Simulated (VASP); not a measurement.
# Pd (Im-3m) in VASP: a series of runs, part 2 of 3

VASP 6.6.1. Earlier steps stand in the parts before.

**3. Relaxation of cell and atoms, PBEsol**

This run uses another cell than the first one, of 15.55 Å³/atom, 1.086 times its volume.

Input file INCAR:

```
PREC = Accurate ; ENCUT = 600
EDIFF = 1E-7 ; ISMEAR = -1
SIGMA = 0.05 ; LREAL = F
LASPH = T ; NELM = 60
ALGO = Normal ; ISIF = 3
LWAVE = F ; LCHARG = F
GGA = PS ; IBRION = 2
NSW = 80 ; EDIFFG = -0.005
```

Input file KPOINTS:

```
Automatic mesh
0
Gamma
  12 12 12
```

Input file POSCAR:

```
Pd
1.0
   -1.5722810000      1.5722810000      1.5722810000
    1.5722810000     -1.5722810000      1.5722810000
    1.5722810000      1.5722810000     -1.5722810000
Pd
1
Direct
    0.0000000000      0.0000000000      0.0000000000
```

Potentials or basis: VASP PAW PBE potentials, release 64 (Pd).

Launch:

```bash
cat potpaw_PBE.64/Pd/POTCAR > POTCAR
mpirun -np 1 vasp_std > vasp.out
```

OUTCAR:

```text
PREC = Accurate
   ENCUT = 600
   EDIFF = 1E-7
   ISMEAR = -1
   LREAL = F
   LASPH = T
   NELM = 60
   ISIF = 3
   GGA = PS
   IBRION = 2
   NSW = 80
   EDIFFG = -0.005

 ion  position               nearest neighbor table
   1  0.000  0.000  0.000-

  LATTYP: Found a body centered cubic cell.
 ALAT       =     3.1445620000

  Lattice vectors:

 A1 = (  -1.5722810000,   1.5722810000,   1.5722810000)
 A2 = (   1.5722810000,  -1.5722810000,   1.5722810000)
 A3 = (   1.5722810000,   1.5722810000,  -1.5722810000)

Analysis of symmetry for initial positions (statically):
=====================================================================
 Subroutine PRICEL returns:
 Original cell was already a primitive cell.

 Routine SETGRP: Setting up the symmetry group for a
 body centered cubic supercell.

 Subroutine GETGRP returns: Found 48 space group operations
 (whereof 48 operations were pure point group operations)
 out of a pool of 48 trial point group operations.

The static configuration has the point symmetry O_h .

Analysis of symmetry for dynamics (positions and initial velocities):
=====================================================================
 Subroutine PRICEL returns:
 Original cell was already a primitive cell.

 Routine SETGRP: Setting up the symmetry group for a
 body centered cubic supercell.

 Subroutine GETGRP returns: Found 48 space group operations
 (whereof 48 operations were pure point group operations)
 out of a pool of 48 trial point group operations.

The dynamic configuration has the point symmetry O_h .

 Subroutine INISYM returns: Found 48 space group operations
 (whereof 48 operations are pure point group operations),
 and found     1 'primitive' translations

----------------------------------------------------------------------------------------

                                     Primitive cell

  volume of cell :      15.5471

  direct lattice vectors                    reciprocal lattice vectors
    -1.572281000  1.572281000  1.572281000     0.000000000  0.318009313  0.318009313
     1.572281000 -1.572281000  1.572281000     0.318009313  0.000000000  0.318009313
     1.572281000  1.572281000 -1.572281000     0.318009313  0.318009313  0.000000000

  length of vectors
     2.723270576  2.723270576  2.723270576     0.449733083  0.449733083  0.449733083

  position of ions in fractional coordinates (direct lattice)
     0.000000000  0.000000000  0.000000000

  ion indices of the primitive-cell ions
   primitive index   ion index
                 1           1

----------------------------------------------------------------------------------------

 KPOINTS: Automatic mesh

Automatic generation of k-mesh.
 Grid dimensions read from file:
 generate k-points for:   12   12   12

 Generating k-lattice:

  Cartesian coordinates                     Fractional coordinates (reciprocal lattice)
     0.000000000  0.026500776  0.026500776     0.083333333  0.000000000  0.000000000
     0.026500776  0.000000000  0.026500776     0.000000000  0.083333333  0.000000000
     0.026500776  0.026500776  0.000000000     0.000000000  0.000000000  0.083333333

  Length of vectors
     0.037477757  0.037477757  0.037477757

  Shift w.r.t. Gamma in fractional coordinates (k-lattice)
     0.000000000  0.000000000  0.000000000

 Subroutine IBZKPT returns following result:
 ===========================================

 Found     72 irreducible k-points:

 Following reciprocal coordinates:
            Coordinates               Weight
  0.000000  0.000000  0.000000      1.000000
  0.083333  0.000000  0.000000     12.000000
  0.166667  0.000000  0.000000     12.000000
  0.250000  0.000000  0.000000     12.000000
  0.333333  0.000000  0.000000     12.000000
  0.416667  0.000000  0.000000     12.000000
[... 16 lines left out ...]
  0.333333  0.083333  0.083333     24.000000
  0.416667  0.083333  0.083333     12.000000
 [... further k-points ...]
   k-points           NKPTS =     72   k-points in BZ     NKDIM =     72   number of bands    NBANDS=      9
   number of dos      NEDOS =    301   number of ions     NIONS =      1
   total plane-waves  NPLWV =  13824
   dimension x,y,z NGX =    24 NGY =   24 NGZ =   24
   dimension x,y,z NGXF=    48 NGYF=   48 NGZF=   48
   ions per type =               1
   NGX,Y,Z   is equivalent  to a cutoff of  14.65, 14.65, 14.65 a.u.
   NGXF,Y,Z  is equivalent  to a cutoff of  29.30, 29.30, 29.30 a.u.
 SYSTEM =  unknown system
   PREC   = accura    normal or accurate (medium, high low for compatibility)
   ISTART =      0    job   : 0-new  1-cont  2-samecut
   ICHARG =      2    charge: 1-file 2-atom 10-const
   ISPIN  =      1    spin polarized calculation?
   LNONCOLLINEAR =      F non collinear calculations
   LSORBIT =      F    spin-orbit coupling
   LASPH  =      T    aspherical Exc in radial PAW
   ENCUT  =  600.0 eV  44.10 Ry    6.64 a.u.   5.44  5.44  5.44*2*pi/ulx,y,z
   NELM   =     60;   NELMIN=  2; NELMDL= -5     # of ELM steps
   EDIFF  = 0.1E-06   stopping-criterion for ELM
   LREAL  =      F    real-space projection
   EDIFFG = -.5E-02   stopping-criterion for IOM
   NSW    =     80    number of steps for IOM
   IBRION =      2    ionic relax: 0-MD 1-quasi-New 2-CG
   NFREE  =      1    steps in history (QN), initial steepest desc. (CG)
   ISIF   =      3    stress and relaxation
   ISYM   =      2    0-nonsym 1-usesym 2-fastsym
   POTIM  = 0.5000    time-step for ionic-motion
   TEBEG  =    0.0;   TEEND  =   0.0 temperature during run
   PSTRESS=    0.0 pullay stress
   NELECT =      10.0000    total number of electrons
   NUPDOWN=      -1.0000    fix difference up-down
   EMIN   =  10.00;   EMAX   =-10.00  energy-range for DOS
   EFERMI =   0.00;   METHOD = LEGACY
   ISMEAR =    -1;   SIGMA  =   0.05  broadening in eV -4-tet -1-fermi 0-gaus
   EFERMI_NEDOS =   21; number of points for ismear=-14 and -15
   IALGO  =     38    algorithm
   IMIX   =      4    mixing-type and parameters
     AMIX     =   0.40;   BMIX     =  1.00
     AMIX_MAG =   1.60;   BMIX_MAG =  1.00
  volume/ion in A,a.u.               =      15.55       104.92
  Fermi-wavevector in a.u.,A,eV,Ry     =   1.413160  2.670485 27.171123  1.997021
  Thomas-Fermi vector in A             =   2.534834
   LORBIT       =      0    0 simple, 1 ext, 2 COOP (PROOUT), +10 PAW based schemes
   GGA     = PS    functional components
   LHFCALC =     F    Hartree Fock is set to
   AEXX    =    0.0000 exact exchange contribution
   IVDW    =     0    specifies the selected vdW correction
   LEPSILON=     F    determine dielectric tensor
   LRPA    =     F    only Hartree local field effects (RPA)
 conjugate gradient relaxation of ions
 non-spin polarized calculation
  energy-cutoff  :      600.00
  volume of cell :       15.55
 maximum number of plane-waves:       539
 NGX is ok and might be reduce to    24
   NGX = 11   NGY = 11   NGZ = 11

--------------------------------------- Ionic step        1  -------------------------------------------

 number of electron      10.0000002 magnetization

 Free energy of the ion-electron system (eV)
  ---------------------------------------------------
  ext. energy  EPLUGINS =         0.00000000
  ---------------------------------------------------
  free energy    TOTEN  =        -5.88474951 eV

  energy without entropy =       -5.87432243  energy(sigma->0) =       -5.87953597

------------------------ aborting loop because EDIFF is reached ----------------------------------------

  FORCE on cell =-STRESS in cart. coord.  units (eV):
  Direction    XX          YY          ZZ          XY          YZ          ZX
  --------------------------------------------------------------------------------------
  -------------------------------------------------------------------------------------
  Total       -0.9989710     -0.9989710     -0.9989710      0.0000000      0.0000000     -0.0000000
  in kB     -102.9468256   -102.9468256   -102.9468256      0.0000000      0.0000000     -0.0000000
  external PRESSURE =    -102.9468256 kB  Pullay stress =       0.0000000 kB
[... 22 lines left out ...]
--------------------------------------- Ionic step        2  -------------------------------------------

 number of electron      10.0000001 magnetization

 E-fermi :  11.2764     XC(G=0): -13.9766

 val. band max:       11.2718291944   @ k =  -0.2500   0.2500   0.1667
 cond. band min:      11.2853397534   @ k =  -0.4167   0.4167   0.3333
 fundamental gap:      0.0135105591
 Fermi energy:        11.2764054236

 k-point     1 :       0.0000    0.0000    0.0000
  band No.  band energies     occupation
      1       3.3223      2.00000
      2       7.8651      2.00000
      3       7.8651      2.00000
      4       7.8651      2.00000
      5      10.1966      2.00000
      6      10.1966      2.00000
      7      30.8004      0.00000
      8      30.8004      0.00000
      9      30.8004      0.00000
[... 345 lines left out ...]
--------------------------------------- Ionic step        4  -------------------------------------------

 number of electron       9.9999998 magnetization

 Free energy of the ion-electron system (eV)
  ---------------------------------------------------
  ext. energy  EPLUGINS =         0.00000000
  ---------------------------------------------------
  free energy    TOTEN  =        -5.91612354 eV

  energy without entropy =       -5.90687973  energy(sigma->0) =       -5.91150164

 E-fermi :   9.7192     XC(G=0): -13.4236

 val. band max:        9.7111367383   @ k =  -0.4167   0.4167   0.3333
 cond. band min:       9.7241802346   @ k =  -0.4167   0.4167   0.4167
 fundamental gap:      0.0130434963
 Fermi energy:         9.7192370263

 k-point     1 :       0.0000    0.0000    0.0000
  band No.  band energies     occupation
      1       2.4593      2.00000
      2       6.7341      2.00000
      3       6.7341      2.00000
      4       6.7341      2.00000
      5       8.7808      2.00000
      6       8.7808      2.00000
      7      29.0909      0.00000
      8      29.0909      0.00000
      9      29.0909      0.00000
[... 304 lines left out ...]
  FREE ENERGIE OF THE ION-ELECTRON SYSTEM (eV)
  ---------------------------------------------------
  free  energy   TOTEN  =        -5.9161235436 eV

  energy  without entropy=       -5.9068797275  energy(sigma->0) =       -5.91150164

 reached required accuracy - stopping structural energy minimisation
```

CONTCAR:

```text
Pd
   1.00000000000000
    -1.5409374396062345    1.5409374396062345    1.5409374396062345
     1.5409374396062345   -1.5409374396062345    1.5409374396062345
     1.5409374396062345    1.5409374396062345   -1.5409374396062345
  Pd
     1
Direct
     0.0000000000000000    0.0000000000000000    0.0000000000000000

  0.00000000E+00  0.00000000E+00  0.00000000E+00
```

Run time: 62 s. Hardware: 1 thread of AMD EPYC 7R13, shared host; peak memory 0.12 GiB.

What came out:

| Quantity | Value |
| --- | --- |
| Free energy | -5.9161 eV |
| Relaxed volume | 14.64 Å³/atom |
| Relaxed cell | a = 2.669 Å, b = 2.669 Å, c = 2.669 Å, α = 109.47°, β = 109.47°, γ = 109.47° |
| Space group after relaxing (to 0.05 Å) | Im-3m (No. 229) |
| Energy gained by relaxing | 31.4 meV/atom |
| Ionic steps | 4 |
| Pressure after relaxing | 0.0 GPa |
| Band gap on the k mesh | zero (band 5 reaches 10.37 eV, above the bottom of band 6 at 8.66 eV) |

Step by step:
| step | energy change (eV) | largest force (eV/Å) | pressure (GPa) | volume (Å³) |
| --- | --- | --- | --- | --- |
| 1 | 0.0000 | 0.0000 | -10.29 | 15.55 |
| 2 | 0.0462 | 0.0000 | 22.22 | 13.41 |
| 3 | -0.0314 | 0.0000 | -0.28 | 14.65 |
| 4 | -0.0314 | 0.0000 | -0.04 | 14.64 |

Final structure:
```
Pd
1.0
    -1.54094    1.54094    1.54094
     1.54094   -1.54094    1.54094
     1.54094    1.54094   -1.54094
Pd
1
Direct
  0.00000 0.00000 0.00000
```

Caveat: the PAW data sets were made with another functional, which shifts forces and pressure a little.

**4. Relaxation of cell and atoms, PBEsol, target pressure 5 GPa, at which the enthalpy is minimised**

This run uses another cell than the first one, of 15.55 Å³/atom, 1.086 times its volume.

Input file INCAR:

```
PREC = Accurate
ENCUT = 600
EDIFF = 1E-6
ISMEAR = -1
SIGMA = 0.05
LREAL = False
LASPH = True
NELM = 80
ALGO = Normal
ISIF = 3
LWAVE = False
LCHARG = False
GGA = PS
IBRION = 2
NSW = 80
EDIFFG = -0.005
PSTRESS = 50.0
```

Input file KPOINTS:

```
regular mesh
0
Gamma
  12 12 12
```

POSCAR is that of step 3.

Launch:

```bash
cat potpaw_PBE.64/Pd/POTCAR > POTCAR
mpirun -np 1 vasp_std > vasp.out
```

Wall time 82 s (1 thread of AMD EPYC 7R13, shared host); peak memory 0.13 GiB.

It converged, with:

| Item | Value |
| --- | --- |
| Free energy | -5.9110 eV |
| Relaxed volume | 14.29 Å³/atom |
| Relaxed cell | a = 2.648 Å, b = 2.648 Å, c = 2.648 Å, α = 109.47°, β = 109.47°, γ = 109.47° |
| Space group after relaxing (to 0.05 Å) | Im-3m (No. 229) |
| Energy change on relaxing (the enthalpy is what falls) | -26.2 meV/atom |
| Ionic steps | 7 |
| Pressure after relaxing | 5.0 GPa |
| Band gap on the k mesh | zero (band 5 reaches 10.81 eV, above the bottom of band 6 at 9.02 eV) |

Step by step:
| step | energy change (eV) | largest force (eV/Å) | pressure (GPa) | volume (Å³) |
| --- | --- | --- | --- | --- |
| 1 | 0.0000 | 0.0000 | -10.29 | 15.55 |
| 2 | 0.2582 | 0.0000 | 50.09 | 12.44 |
| 3 | -0.0276 | 0.0000 | 4.22 | 14.34 |
| 4 | -0.0265 | 0.0000 | 4.82 | 14.30 |
| 5 | -0.0258 | 0.0000 | 5.21 | 14.28 |
| 6 | -0.0269 | 0.0000 | 4.69 | 14.32 |
| 7 | -0.0262 | 0.0000 | 4.99 | 14.29 |

Final structure:
```
Pd
1.0
    -1.52888    1.52888    1.52888
     1.52888   -1.52888    1.52888
     1.52888    1.52888   -1.52888
Pd
1
Cartesian
  0.0000 0.0000 0.0000
```

Levels at points of the mesh, in eV from the Fermi level:
```
           k point  band 1  band 2  band 3  band 4  band 5  band 6  band 7  band 8  band 9
(0.00, 0.00, 0.00)   -7.44   -3.09   -3.09   -3.09   -0.97   -0.97   19.42   19.42   19.42
(0.50, 0.00, 0.00)   -5.58   -4.37   -1.05   -0.71    0.69    1.29    8.22   15.19   18.15
(0.50, 0.50, 0.50)   -5.52   -5.52    0.27    0.27    0.27    9.31    9.31    9.31   18.11
```

Caveat: the cell is relaxed towards a set pressure, so the enthalpy falls and the energy may rise; the PAW data sets were made with another functional, which shifts forces and pressure a little.

**5. Relaxation of cell and atoms, PBEsol, target pressure 10 GPa, at which the enthalpy is minimised**

This run uses another cell than the first one, of 15.55 Å³/atom, 1.086 times its volume.

Input file INCAR:

```
SYSTEM = Pd
PREC = Accurate
ENCUT = 600
EDIFF = 1E-6
ISMEAR = -1
SIGMA = 0.05
LREAL = .False.
LASPH = .True.
NELM = 60
ALGO = Normal
ISIF = 3
LWAVE = .False.
LCHARG = .False.
GGA = PS
IBRION = 2
NSW = 80
EDIFFG = -0.005
PSTRESS = 100.0
```

Input file KPOINTS:

```
Automatic mesh
0
Gamma
  12 12 12
  0 0 0
```

POSCAR is that of step 4.

Potentials or basis: VASP PAW PBE potentials, release 64 (Pd).

Launch:

```bash
cat potpaw_PBE.64/Pd/POTCAR > POTCAR
mpirun -np 1 vasp_std > vasp.out
```

OUTCAR:

```text
SYSTEM = Pd
   PREC = Accurate
   ENCUT = 600
   EDIFF = 1E-6
   ISMEAR = -1
   LREAL = .False.
   LASPH = .True.
   NELM = 60
   ISIF = 3
   GGA = PS
   IBRION = 2
   NSW = 80
   EDIFFG = -0.005
   PSTRESS = 100.0

 ion  position               nearest neighbor table
   1  0.000  0.000  0.000-

  LATTYP: Found a body centered cubic cell.
 ALAT       =     3.1445620000

  Lattice vectors:

 A1 = (  -1.5722810000,   1.5722810000,   1.5722810000)
 A2 = (   1.5722810000,  -1.5722810000,   1.5722810000)
 A3 = (   1.5722810000,   1.5722810000,  -1.5722810000)

Analysis of symmetry for initial positions (statically):
=====================================================================
 Subroutine PRICEL returns:
 Original cell was already a primitive cell.

[... 173 lines left out ...]
 cond. band min:       8.8111299796   @ k =  -0.4167   0.4167   0.2500
 fundamental gap:      0.0844574124
 Fermi energy:         8.7337422106

 k-point     1 :       0.0000    0.0000    0.0000
  band No.  band energies     occupation
      1       1.9273      2.00000
      2       6.0115      2.00000
      3       6.0115      2.00000
      4       6.0115      2.00000
      5       7.8806      2.00000
      6       7.8806      2.00000
      7      27.9593      0.00000
      8      27.9593      0.00000
      9      27.9593      0.00000
[... 497 lines left out ...]
--------------------------------------- Ionic step        7  -------------------------------------------

 number of electron      10.0000001 magnetization

 Free energy of the ion-electron system (eV)
  ---------------------------------------------------
  ext. energy  EPLUGINS =         0.00000000
  ---------------------------------------------------
  free energy    TOTEN  =        -5.89728638 eV

  energy without entropy =       -5.88878253  energy(sigma->0) =       -5.89303445

 E-fermi :  10.4882     XC(G=0): -13.7019

 val. band max:       10.4804834589   @ k =  -0.2500   0.2500   0.1667
 cond. band min:      10.4883854719   @ k =  -0.4167   0.4167   0.3333
 fundamental gap:      0.0079020130
 Fermi energy:        10.4882117378

 k-point     1 :       0.0000    0.0000    0.0000
  band No.  band energies     occupation
      1       2.8815      2.00000
      2       7.2943      2.00000
      3       7.2943      2.00000
      4       7.2943      2.00000
      5       9.4810      2.00000
      6       9.4810      2.00000
      7      29.9463      0.00000
      8      29.9463      0.00000
      9      29.9463      0.00000
[... 308 lines left out ...]
  energy  without entropy=       -5.8887825330  energy(sigma->0) =       -5.89303445

  enthalpy is  TOTEN    =        -5.0234873142 eV   P V=        0.8737990609

 reached required accuracy - stopping structural energy minimisation
```

OSZICAR:

```text
N       E                     dE             d eps       ncg     rms          rms(c)
DAV:   1     0.437896018298E+02    0.43790E+02   -0.57601E+03  1296   0.117E+03
DAV:   2    -0.583340553044E+01   -0.49623E+02   -0.48260E+02  1388   0.206E+02
DAV:   3    -0.624033165797E+01   -0.40693E+00   -0.40652E+00  1507   0.226E+01
DAV:   4    -0.624219436658E+01   -0.18627E-02   -0.18626E-02  1425   0.139E+00
[... 47 lines left out ...]
   6 F= -.50234836E+01 E0= -.50192275E+01  d E =0.259651E-05
       N       E                     dE             d eps       ncg     rms          rms(c)
DAV:   1    -0.589732816506E+01    0.47308E-03   -0.85047E-04  1309   0.335E-01    0.451E-02
DAV:   2    -0.589728651708E+01    0.41648E-04   -0.19078E-04  1309   0.130E-01    0.113E-02
DAV:   3    -0.589728637514E+01    0.14194E-06   -0.19109E-06   697   0.112E-02
   7 F= -.50234873E+01 E0= -.50192354E+01  d E =-.113484E-05
```

It took 81 s on 1 thread of AMD EPYC 7R13, shared host; peak memory 0.13 GiB.

What came out:

```
Free energy                                            : -5.8973 eV
Relaxed volume                                         : 14.00 Å³/atom
Relaxed cell                                           : a = 2.630 Å, b = 2.630 Å, c = 2.630 Å, α = 109.47°, β = 109.47°, γ = 109.47°
Space group after relaxing (to 0.05 Å)                 : Im-3m (No. 229)
Energy change on relaxing (the enthalpy is what falls) : -12.5 meV/atom
Ionic steps                                            : 7
Pressure after relaxing                                : 10.0 GPa
Band gap on the k mesh                                 : zero (band 5 reaches 11.21 eV, above the bottom of band 6 at 9.35 eV)
```

The path:
```csv
step,energy change (eV),largest force (eV/Å),pressure (GPa),volume (Å³)
1,0.0000,0.0000,-10.29,15.55
2,0.6520,0.0000,90.18,11.52
3,-0.0176,0.0000,8.43,14.09
4,-0.0140,0.0000,9.54,14.02
5,-0.0122,0.0000,10.09,13.99
6,-0.0131,0.0000,9.87,14.01
7,-0.0125,0.0000,10.01,14.00
```

Final structure:
```cif
data_structure
_symmetry_space_group_name_H-M 'P 1'
_symmetry_Int_Tables_number 1
_cell_length_a 2.6298
_cell_length_b 2.6298
_cell_length_c 2.6298
_cell_angle_alpha 109.471
_cell_angle_beta 109.471
_cell_angle_gamma 109.471
_cell_volume 14.00
loop_
_atom_site_label
_atom_site_type_symbol
_atom_site_fract_x
_atom_site_fract_y
_atom_site_fract_z
_atom_site_occupancy
Pd1 Pd 0.00000 0.00000 0.00000 1
```

Caveat: the cell is relaxed towards a set pressure, so the enthalpy falls and the energy may rise; the PAW data sets were made with another functional, which shifts forces and pressure a little.

[end of part 2 of 3]
